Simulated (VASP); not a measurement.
Input of a VASP 6.6.1 run:

Contents of INCAR:

```
PREC = Accurate ; ENCUT = 520
EDIFF = 1E-6 ; ISMEAR = -1
SIGMA = 0.1 ; LREAL = F
LASPH = T ; NELM = 150
ALGO = Normal ; ISIF = 2
LWAVE = F ; LCHARG = F
ISPIN = 2 ; MAGMOM = 4 4 4 0 0
LORBIT = 11 ; LMAXMIX = 4
GGA = PS ; NBANDS = 39
```

KPOINTS

```
regular mesh
0
Gamma
  5 5 5
```

POSCAR

```
Mn3SnH
1.0
    3.8020654409      0.0000000000      0.0000000000
    0.0000000000      3.8020654409      0.0000000000
    0.0000000000      0.0000000000      3.8020654409
Mn Sn H
3 1 1
Direct
    0.5000000000      0.0000000000      0.0000000000
    0.0000000000      0.5000000000      0.0000000000
    0.0000000000      0.0000000000      0.5000000000
    0.5000000000      0.5000000000      0.5000000000
    0.0000000000      0.0000000000      0.0000000000
```

Potentials or basis: VASP PAW PBE potentials, release 64 (Mn_pv, Sn_d, H).

Run with:

```console
$ cat potpaw_PBE.64/Mn_pv/POTCAR potpaw_PBE.64/Sn_d/POTCAR potpaw_PBE.64/H/POTCAR > POTCAR
$ mpirun -np 1 vasp_std > vasp.out
```

Q: Predict the site moments.

A: Mn +2.06; Sn -0.12; H -0.02 μB.

Q: Predict the pressure.

A: 0.2 GPa.

Q: Predict the net moment.

A: 6.20 μB per cell.

Caveat: the PAW data sets were made with another functional, which shifts forces and pressure a little.
